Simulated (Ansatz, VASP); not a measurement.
**One calculation of InSe, two programs**

```
In Se
1.0
     4.03186    0.00000    0.00000
    -2.01593    3.49170    0.00000
     0.00000    0.00000   16.76584
In Se
4 4
Direct
  0.33333 0.66667 0.16669
  0.66667 0.33333 0.66669
  0.33333 0.66667 0.33331
  0.66667 0.33333 0.83331
  0.33333 0.66667 0.58993
  0.66667 0.33333 0.08993
  0.33333 0.66667 0.91007
  0.66667 0.33333 0.41007
```

Alike in both runs: functional PBE; dispersion D3(BJ); k mesh 12 × 12 × 2; no spin polarisation.

Ansatz relaxed the structure, and its values are those at the end. VASP's run is a single point on that final structure, the one shown.

```csv
,VASP,Ansatz
version,VASP 6.6.1,Ansatz 0.2.0
potentials or method,"VASP PAW PBE potentials, release 64 (In_d, Se), cutoff 520 eV","scalar-relativistic, plane waves, PAW"
occupations,"gaussian, width 0.01 eV",fixed
valence electrons in the cell,76,116
```

|  | VASP | Ansatz | Ansatz less VASP |
| --- | --- | --- | --- |
| gap on the k mesh at the Fermi level (eV) | 0.36 | 0.37 | +0.013 |
| least direct gap on the mesh (eV) | 0.36 | 0.37 | +0.013 |
| pressure (GPa) | 0.0 | 0.0 | -0.04 |
| rms of the force components (eV/Å) | 0.008 | 0.000 | -0.0082 |

VASP's potentials hold 76 valence electrons a cell and Ansatz's 116, so a difference there can come from the potentials and not from the codes.
